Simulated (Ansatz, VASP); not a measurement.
# Two plane-wave programs on CdSe

The input INCAR:

```
PREC = Accurate ; ENCUT = 520
EDIFF = 1E-7 ; ISMEAR = 0
SIGMA = 0.02 ; LREAL = F
LASPH = T ; NELM = 100
ALGO = Normal ; ISIF = 2
LWAVE = F ; LCHARG = F
GGA = PE ; NBANDS = 46
```

KPOINTS

```
regular mesh
0
Gamma
  4 6 4
```

The input POSCAR:

```
CdSe
1.0
    8.1647019000      0.0000000000      0.0000000000
    0.0000000000      4.5070220000      0.0000000000
    0.0000000000      0.0000000000      7.4791059000
Cd Se
4 4
Direct
    0.8407570000      0.7500000000      0.3990120000
    0.6592430000      0.2500000000      0.8990120000
    0.3407570000      0.7500000000      0.1009880000
    0.1592430000      0.2500000000      0.6009880000
    0.8223160000      0.2500000000      0.5959510000
    0.6776840000      0.7500000000      0.0959510000
    0.3223160000      0.2500000000      0.9040490000
    0.1776840000      0.7500000000      0.4040490000
```

Input for Ansatz:

```yaml
crystal:
  lattice:
    - [8.1647019, 0.0, 0.0]
    - [0.0, 4.507022, 0.0]
    - [0.0, 0.0, 7.4791059]
  atoms:
    - { symbol: Cd, position: [0.840757, 0.75, 0.399012] }
    - { symbol: Cd, position: [0.659243, 0.25, 0.899012] }
    - { symbol: Cd, position: [0.340757, 0.75, 0.100988] }
    - { symbol: Cd, position: [0.159243, 0.25, 0.600988] }
    - { symbol: Se, position: [0.822316, 0.25, 0.595951] }
    - { symbol: Se, position: [0.677684, 0.75, 0.095951] }
    - { symbol: Se, position: [0.322316, 0.25, 0.904049] }
    - { symbol: Se, position: [0.177684, 0.75, 0.404049] }
basis:
  ecutwfc: "700 eV"
kpoints:
  mp_grid: { grid: [4, 6, 4] }
hamiltonian:
  xc: pbe
scf:
  occupations: { method: gaussian, width: 0.02 }
  n_extra_bands: 4
  algorithm: density_mixing
output:
  forces: true
  eigenvalues: true
  stress: true
```

Alike in both runs: task single point; functional PBE; k mesh 4 × 6 × 4; occupations gaussian, width 0.02 eV; no spin polarisation.

```csv
,VASP,Ansatz
version,VASP 6.6.1,Ansatz 0.2.0
potentials or method,"VASP PAW PBE potentials, release 64 (Cd, Se), cutoff 520 eV","scalar-relativistic, plane waves, PAW"
valence electrons in the cell,72,144
```

Ansatz gave:

```
gap on the k mesh at the Fermi level (eV) : 0.75
pressure (GPa)                            : 0.0
rms of the force components (eV/Å)        : 0.001
```

Question: Which values does VASP return?

Answer: gap on the k mesh at the Fermi level (eV): 0.74; pressure (GPa): 0.2; rms of the force components (eV/Å): 0.005.

Atom by atom the forces differ by 0.005 eV/Å (rms over components). VASP's potentials hold 72 valence electrons a cell and Ansatz's 144, so a difference there can come from the potentials and not from the codes.
